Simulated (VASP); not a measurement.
# Sb (Im-3m) in VASP: settings compared, part 2 of 2

VASP 6.6.1.

## 4. Relaxation of cell and atoms, PBE+D3(BJ)

This run uses another cell than the first one, of 26.21 Å³/atom, 0.953 times its volume.

The input, INCAR:

```
ALGO = Normal
EDIFF = 1E-6
EDIFFG = -0.01
ENCUT = 600
GGA = PE
IBRION = 2
ISIF = 3
ISMEAR = -1
IVDW = 12
LASPH = T
LCHARG = F
LREAL = F
LWAVE = F
NELM = 80
NSW = 60
PREC = Accurate
SIGMA = 0.05
```

The input, KPOINTS:

```
k-points
0
Gamma
  10 10 10
```

The input, POSCAR:

```
Sb
1.0
   -1.8713408863      1.8713408863      1.8713408863
    1.8713408863     -1.8713408863      1.8713408863
    1.8713408863      1.8713408863     -1.8713408863
Sb
1
Direct
    0.0000000000      0.0000000000      0.0000000000
```

Potentials or basis: VASP PAW PBE potentials, release 64 (Sb).

On the command line:

```bash
$ cat potpaw_PBE.64/Sb/POTCAR > POTCAR
$ mpirun -np 1 vasp_std > vasp.out
```

OUTCAR:

```text
EDIFF = 1E-6
   EDIFFG = -0.01
   ENCUT = 600
   GGA = PE
   IBRION = 2
   ISIF = 3
   ISMEAR = -1
   IVDW = 12
   LASPH = T
   LREAL = F
   NELM = 80
   NSW = 60
   PREC = Accurate
 IVDW          = 12

 ion  position               nearest neighbor table
   1  0.000  0.000  0.000-

  LATTYP: Found a body centered cubic cell.
 ALAT       =     3.7426817726

  Lattice vectors:

 A1 = (  -1.8713408863,   1.8713408863,   1.8713408863)
 A2 = (   1.8713408863,  -1.8713408863,   1.8713408863)
 A3 = (   1.8713408863,   1.8713408863,  -1.8713408863)

Analysis of symmetry for initial positions (statically):
=====================================================================
 Subroutine PRICEL returns:
 Original cell was already a primitive cell.

 Routine SETGRP: Setting up the symmetry group for a
 body centered cubic supercell.

[... 242 lines left out ...]

 number of electron       5.0000000 magnetization

 Free energy of the ion-electron system (eV)
  ---------------------------------------------------
  ext. energy  EPLUGINS =         0.00000000
  ---------------------------------------------------
  free energy    TOTEN  =        -3.88894604 eV

  energy without entropy =       -3.87991759  energy(sigma->0) =       -3.88443181

 E-fermi :   8.8387     XC(G=0): -10.3584

 val. band max:        8.8164109819   @ k =  -0.3000   0.4000   0.1000
 cond. band min:       8.8396408155   @ k =   0.3000   0.1000   0.1000
 fundamental gap:      0.0232298336
 Fermi energy:         8.8386861843

 k-point     1 :       0.0000    0.0000    0.0000
  band No.  band energies     occupation
      1      -4.2306      2.00000
      2      14.5773      0.00000
      3      14.5773      0.00000
      4      14.5773      0.00000
      5      19.5116      0.00000
      6      19.5116      0.00000
[... 199 lines left out ...]
 k-point    24 :      -0.3000    0.3000    0.1000
  band No.  band energies     occupation
      1      -2.1136      2.00000
      2       7.2103      2.00000
      3      10.8839      0.00000
      4      12.2703      0.00000
      5      16.5453      0.00000
      6      17.4545      0.00000

 [... further k-points ...]

------------------------ aborting loop because EDIFF is reached ----------------------------------------

 Edisp (eV)   -0.54074

 E8    (eV) :    -0.2496
[... 24 lines left out ...]
  FREE ENERGIE OF THE ION-ELECTRON SYSTEM (eV)
  ---------------------------------------------------
  free  energy   TOTEN  =        -4.4296895854 eV

  energy  without entropy=       -4.4206611402  energy(sigma->0) =       -4.42517536

 reached required accuracy - stopping structural energy minimisation
```

OSZICAR:

```text
N       E                     dE             d eps       ncg     rms          rms(c)
DAV:   1     0.996880188143E+01    0.99688E+01   -0.18087E+03   570   0.615E+02
DAV:   2    -0.364756060937E+01   -0.13616E+02   -0.13022E+02   834   0.780E+01
DAV:   3    -0.389189331407E+01   -0.24433E+00   -0.24085E+00   690   0.114E+01
DAV:   4    -0.389272741440E+01   -0.83410E-03   -0.83408E-03   750   0.881E-01
[... 12 lines left out ...]
       N       E                     dE             d eps       ncg     rms          rms(c)
DAV:   1    -0.388896528858E+01   -0.96806E-03   -0.58727E-04   624   0.141E-01    0.195E-02
DAV:   2    -0.388895326530E+01    0.12023E-04   -0.88478E-06   588   0.256E-02    0.109E-02
DAV:   3    -0.388894601497E+01    0.72503E-05   -0.11336E-05   588   0.197E-02    0.367E-03
DAV:   4    -0.388894603624E+01   -0.21266E-07   -0.61196E-08   288   0.275E-03
   3 F= -.44296896E+01 E0= -.44251754E+01  d E =-.516746E-04
```

Wall time 14 s (1 thread of Intel Xeon Platinum 8259CL at 2.50GHz (Skylake/Cascade Lake), shared host); peak memory 0.17 GiB.

What came out:

| Quantity | Value |
| --- | --- |
| Free energy | -4.4297 eV |
| Relaxed volume | 26.13 Å³/atom |
| Relaxed cell | a = 3.238 Å, b = 3.238 Å, c = 3.238 Å, α = 109.47°, β = 109.47°, γ = 109.47° |
| Space group after relaxing (to 0.05 Å) | Im-3m (No. 229) |
| Energy gained by relaxing | 0.1 meV/atom |
| Ionic steps | 3 |
| Pressure after relaxing | 0.0 GPa |
| Dispersion energy per atom | -0.541 eV |

Final structure:
```
Sb
1.0
    -1.86944    1.86944    1.86944
     1.86944   -1.86944    1.86944
     1.86944    1.86944   -1.86944
Sb
1
Direct
  0.00000 0.00000 0.00000
```

Caveat: spin-orbit coupling is left out, which moves the levels of the heavy elements; pairwise dispersion overbinds metals, which lowers pressure and volume.

## 5. Relaxation of cell and atoms, PBE+D4

This run uses another cell than the first one, of 26.21 Å³/atom, 0.953 times its volume.

The input, INCAR:

```
  PREC = Accurate
  ENCUT = 600
  EDIFF = 1E-6
  ISMEAR = -1
  SIGMA = 0.05
  LREAL = F
  LASPH = T
  NELM = 80
  ALGO = Normal
  ISIF = 3
  LWAVE = F
  LCHARG = F
  GGA = PE
  IVDW = 13
  IBRION = 2
  NSW = 60
  EDIFFG = -0.01
```

The input, KPOINTS:

```
Automatic mesh
0
Gamma
  10 10 10
```

POSCAR is that of step 4.

Potentials or basis: VASP PAW PBE potentials, release 64 (Sb).

On the command line:

```bash
$ cat potpaw_PBE.64/Sb/POTCAR > POTCAR
$ mpirun -np 1 vasp_std > vasp.out
```

OUTCAR:

```text
PREC = Accurate
   ENCUT = 600
   EDIFF = 1E-6
   ISMEAR = -1
   LREAL = F
   LASPH = T
   NELM = 80
   ISIF = 3
   GGA = PE
   IVDW = 13
   IBRION = 2
   NSW = 60
   EDIFFG = -0.01

 ion  position               nearest neighbor table
   1  0.000  0.000  0.000-

  LATTYP: Found a body centered cubic cell.
 ALAT       =     3.7426817726

  Lattice vectors:

 A1 = (  -1.8713408863,   1.8713408863,   1.8713408863)
 A2 = (   1.8713408863,  -1.8713408863,   1.8713408863)
 A3 = (   1.8713408863,   1.8713408863,  -1.8713408863)

Analysis of symmetry for initial positions (statically):
=====================================================================
 Subroutine PRICEL returns:
 Original cell was already a primitive cell.

 Routine SETGRP: Setting up the symmetry group for a
 body centered cubic supercell.

[... 242 lines left out ...]

 number of electron       5.0000000 magnetization

 Free energy of the ion-electron system (eV)
  ---------------------------------------------------
  ext. energy  EPLUGINS =         0.00000000
  ---------------------------------------------------
  free energy    TOTEN  =        -3.88908838 eV

  energy without entropy =       -3.88006188  energy(sigma->0) =       -3.88457513

 E-fermi :   8.8351     XC(G=0): -10.3572

 val. band max:        8.8129031198   @ k =  -0.3000   0.4000   0.1000
 cond. band min:       8.8360587283   @ k =   0.3000   0.1000   0.1000
 fundamental gap:      0.0231556085
 Fermi energy:         8.8350598430

 k-point     1 :       0.0000    0.0000    0.0000
  band No.  band energies     occupation
      1      -4.2320      2.00000
      2      14.5715      0.00000
      3      14.5715      0.00000
      4      14.5715      0.00000
      5      19.5069      0.00000
      6      19.5069      0.00000
[... 199 lines left out ...]
 k-point    24 :      -0.3000    0.3000    0.1000
  band No.  band energies     occupation
      1      -2.1156      2.00000
      2       7.2067      2.00000
      3      10.8796      0.00000
      4      12.2657      0.00000
      5      16.5408      0.00000
      6      17.4502      0.00000

 [... further k-points ...]

------------------------ aborting loop because EDIFF is reached ----------------------------------------

  DFT-D4 for vdW energy calculation

  Edisp (eV):   -0.57821
[... 24 lines left out ...]
  FREE ENERGIE OF THE ION-ELECTRON SYSTEM (eV)
  ---------------------------------------------------
  free  energy   TOTEN  =        -4.4673029905 eV

  energy  without entropy=       -4.4582764951  energy(sigma->0) =       -4.46278974

 reached required accuracy - stopping structural energy minimisation
```

OSZICAR:

```text
N       E                     dE             d eps       ncg     rms          rms(c)
DAV:   1     0.996880188143E+01    0.99688E+01   -0.18087E+03   570   0.615E+02
DAV:   2    -0.364756060937E+01   -0.13616E+02   -0.13022E+02   834   0.780E+01
DAV:   3    -0.389189331407E+01   -0.24433E+00   -0.24085E+00   690   0.114E+01
DAV:   4    -0.389272741440E+01   -0.83410E-03   -0.83408E-03   750   0.881E-01
[... 12 lines left out ...]
       N       E                     dE             d eps       ncg     rms          rms(c)
DAV:   1    -0.388909687535E+01   -0.61715E-03   -0.24811E-04   624   0.915E-02    0.126E-02
DAV:   2    -0.388909165607E+01    0.52193E-05   -0.37544E-06   588   0.167E-02    0.703E-03
DAV:   3    -0.388908836415E+01    0.32919E-05   -0.48021E-06   588   0.128E-02    0.240E-03
DAV:   4    -0.388908837931E+01   -0.15160E-07   -0.25932E-08   288   0.179E-03
   3 F= -.44673030E+01 E0= -.44627897E+01  d E =-.425675E-04
```

CONTCAR:

```text
Sb
   1.00000000000000
    -1.8696114178091889    1.8696114178091889    1.8696114178091889
     1.8696114178091889   -1.8696114178091889    1.8696114178091889
     1.8696114178091889    1.8696114178091889   -1.8696114178091889
  Sb
     1
Direct
     0.0000000000000000    0.0000000000000000    0.0000000000000000

  0.00000000E+00  0.00000000E+00  0.00000000E+00
```

Wall time 13 s (1 thread of Intel Xeon Platinum 8259CL at 2.50GHz (Skylake/Cascade Lake), shared host); peak memory 0.16 GiB.

Results:

```yaml
Free_energy: -4.4673 eV
Relaxed_volume: 26.14 Å³/atom
Relaxed_cell: a = 3.238 Å, b = 3.238 Å, c = 3.238 Å, α = 109.47°, β = 109.47°, γ = 109.47°
Space_group_after_relaxing_to_0.05_Å: Im-3m (No. 229)
Energy_gained_by_relaxing: 0.0 meV/atom
Ionic_steps: 3
Pressure_after_relaxing: 0.0 GPa
Dispersion_energy_per_atom: -0.578 eV
```

Final structure:
```
Sb
1.0
    -1.86961    1.86961    1.86961
     1.86961   -1.86961    1.86961
     1.86961    1.86961   -1.86961
Sb
1
Direct
  0.00000 0.00000 0.00000
```

Caveat: spin-orbit coupling is left out, which moves the levels of the heavy elements; pairwise dispersion overbinds metals, which lowers pressure and volume.

## 6. Single point, PBEsol

This run uses another cell than the first one, of 26.21 Å³/atom, 0.953 times its volume.

The input, INCAR:

```
SYSTEM = Sb
ALGO = Normal ; EDIFF = 1E-6
ENCUT = 520 ; GGA = PS
ISIF = 2 ; ISMEAR = -1
LASPH = .True. ; LCHARG = .False.
LREAL = .False. ; LWAVE = .False.
NBANDS = 8 ; NELM = 100
PREC = Accurate ; SIGMA = 0.05
```

The input, KPOINTS:

```
k-points
0
Gamma
  10 10 10
  0 0 0
```

POSCAR is that of step 5.

Potentials or basis: VASP PAW PBE potentials, release 64 (Sb).

On the command line:

```bash
$ cat potpaw_PBE.64/Sb/POTCAR > POTCAR
$ mpirun -np 1 vasp_std > vasp.out
```

OUTCAR:

```text
SYSTEM = Sb
   EDIFF = 1E-6
   ENCUT = 520
   GGA = PS
   ISIF = 2
   ISMEAR = -1
   LASPH = .True.
   LREAL = .False.
   NELM = 100
   PREC = Accurate

 ion  position               nearest neighbor table
   1  0.000  0.000  0.000-

  LATTYP: Found a body centered cubic cell.
 ALAT       =     3.7426817726

  Lattice vectors:

 A1 = (  -1.8713408863,   1.8713408863,   1.8713408863)
 A2 = (   1.8713408863,  -1.8713408863,   1.8713408863)
 A3 = (   1.8713408863,   1.8713408863,  -1.8713408863)

Analysis of symmetry for initial positions (statically):
=====================================================================
 Subroutine PRICEL returns:
 Original cell was already a primitive cell.

 Routine SETGRP: Setting up the symmetry group for a
 body centered cubic supercell.

 Subroutine GETGRP returns: Found 48 space group operations
 (whereof 48 operations were pure point group operations)
 out of a pool of 48 trial point group operations.

The static configuration has the point symmetry O_h .

Analysis of symmetry for dynamics (positions and initial velocities):
[... 158 lines left out ...]
 val. band max:        8.6244730435   @ k =  -0.3000   0.4000   0.1000
 cond. band min:       8.6453568377   @ k =   0.3000   0.1000   0.1000
 fundamental gap:      0.0208837942
 Fermi energy:         8.6444100143

 k-point     1 :       0.0000    0.0000    0.0000
  band No.  band energies     occupation
      1      -4.4088      2.00000
      2      14.3579      0.00000
      3      14.3579      0.00000
      4      14.3579      0.00000
      5      19.3645      0.00000
      6      19.3645      0.00000
      7      19.3645      0.00000
      8      20.4807      0.00000
[... 243 lines left out ...]
 k-point    24 :      -0.3000    0.3000    0.1000
  band No.  band energies     occupation
      1      -2.2978      2.00000
      2       7.0129      2.00000
      3      10.6889      0.00000
      4      12.0589      0.00000
      5      16.3412      0.00000
      6      17.2839      0.00000
      7      18.4787      0.00000
      8      23.7384      0.00000

 [... further k-points ...]

------------------------ aborting loop because EDIFF is reached ----------------------------------------

  FORCE on cell =-STRESS in cart. coord.  units (eV):
  Direction    XX          YY          ZZ          XY          YZ          ZX
  --------------------------------------------------------------------------------------
  -------------------------------------------------------------------------------------
  Total       -0.0018638     -0.0018638     -0.0018638      0.0000000      0.0000000      0.0000000
  in kB       -0.1139153     -0.1139153     -0.1139153      0.0000000      0.0000000      0.0000000
  external PRESSURE =      -0.1139153 kB  Pullay stress =       0.0000000 kB

 VOLUME and BASIS-vectors are now :
 -----------------------------------------------------------------------------
  energy-cutoff  :      520.00
  volume of cell :       26.21
      direct lattice vectors                 reciprocal lattice vectors
    -1.871340886  1.871340886  1.871340886     0.000000000  0.267188092  0.267188092
     1.871340886 -1.871340886  1.871340886     0.267188092  0.000000000  0.267188092
     1.871340886  1.871340886 -1.871340886     0.267188092  0.267188092  0.000000000

 POSITION                                       TOTAL-FORCE (eV/Angst)
 -----------------------------------------------------------------------------------
      0.00000      0.00000      0.00000         0.000000     -0.000000      0.000000
 -----------------------------------------------------------------------------------
    total drift:                                0.000000     -0.000000     -0.000000

  FREE ENERGIE OF THE ION-ELECTRON SYSTEM (eV)
  ---------------------------------------------------
  free  energy   TOTEN  =        -4.3753429569 eV

  energy  without entropy=       -4.3663332488  energy(sigma->0) =       -4.37083810
```

OSZICAR:

```text
N       E                     dE             d eps       ncg     rms          rms(c)
DAV:   1     0.445732157141E+01    0.44573E+01   -0.16820E+03   752   0.408E+02
DAV:   2    -0.429218161400E+01   -0.87495E+01   -0.83855E+01  1064   0.528E+01
DAV:   3    -0.438033210133E+01   -0.88150E-01   -0.87373E-01   896   0.599E+00
DAV:   4    -0.438061774002E+01   -0.28564E-03   -0.28563E-03  1144   0.407E-01
DAV:   5    -0.438061828097E+01   -0.54096E-06   -0.54229E-06   976   0.112E-02    0.175E+00
DAV:   6    -0.437722426455E+01    0.33940E-02   -0.16616E-03   848   0.194E-01    0.101E+00
DAV:   7    -0.437534288113E+01    0.18814E-02   -0.34626E-03   920   0.279E-01    0.461E-02
DAV:   8    -0.437534286344E+01    0.17694E-07   -0.39974E-05   968   0.501E-02    0.489E-03
DAV:   9    -0.437534295692E+01   -0.93482E-07   -0.30783E-07  1040   0.457E-03
   1 F= -.43753430E+01 E0= -.43708381E+01  d E =-.900971E-02
```

stdout:

```text
POSCAR found type information on POSCAR Sb
 POSCAR found :  1 types and       1 ions
 scaLAPACK will be used
 -----------------------------------------------------------------------------
|                                                                             |
|                                                                             |
|     You enforced a specific xc type in the INCAR file but a different       |
|     I HOPE YOU KNOW WHAT YOU ARE DOING!                                     |
|                                                                             |
 -----------------------------------------------------------------------------

 LDA part: xc-table for (Slater+PW92), standard interpolation
 POSCAR, INCAR and KPOINTS ok, starting setup
 FFT: planning ... GRIDC
 FFT: planning ... GRID_SOFT
 FFT: planning ... GRID
 WAVECAR not read
 entering main loop
```

Wall time 2.5 s (1 thread of Intel Xeon 6975P-C (Granite Rapids), shared host); peak memory 0.13 GiB.

Results:

```
Free energy : -4.3753 eV
Pressure    : 0.0 GPa
```

Caveat: the PAW data sets were made with another functional, which shifts forces and pressure a little; spin-orbit coupling is left out, which moves the levels of the heavy elements.

## 7. The runs side by side

| task | level | cell | cutoff (eV) | gap on the mesh (eV) | pressure (GPa) | relaxed volume (Å³/atom) |
| --- | --- | --- | --- | --- | --- | --- |
| single point | PBE | a = 3.294 Å, angles 109.5°, 1 atom | 520 | none | -0.1 | - |
| relaxation of cell and atoms | PBE | relaxed from a = 3.241 Å, angles 109.5°, 1 atom | 600 | none | 0.0 | 27.44 |
| relaxation of cell and atoms | PBE+D3(BJ) | relaxed from a = 3.241 Å, angles 109.5°, 1 atom | 600 | none | 0.0 | 26.13 |
| relaxation of cell and atoms | PBE+D4 | relaxed from a = 3.241 Å, angles 109.5°, 1 atom | 600 | none | 0.0 | 26.14 |
| single point | PBEsol | a = 3.241 Å, angles 109.5°, 1 atom | 520 | none | 0.0 | - |

Alike in all rows: potentials or basis VASP PAW PBE potentials, release 64 (Sb); no spin polarisation; k mesh 10 × 10 × 10; smearing fermi-dirac 0.05 eV.

Caveats: spin-orbit coupling is left out, which moves the levels of the heavy elements; pairwise dispersion overbinds metals, which lowers pressure and volume (some runs); the PAW data sets were made with another functional, which shifts forces and pressure a little (some runs).

Absolute energies hang on the potentials; compare differences alone.
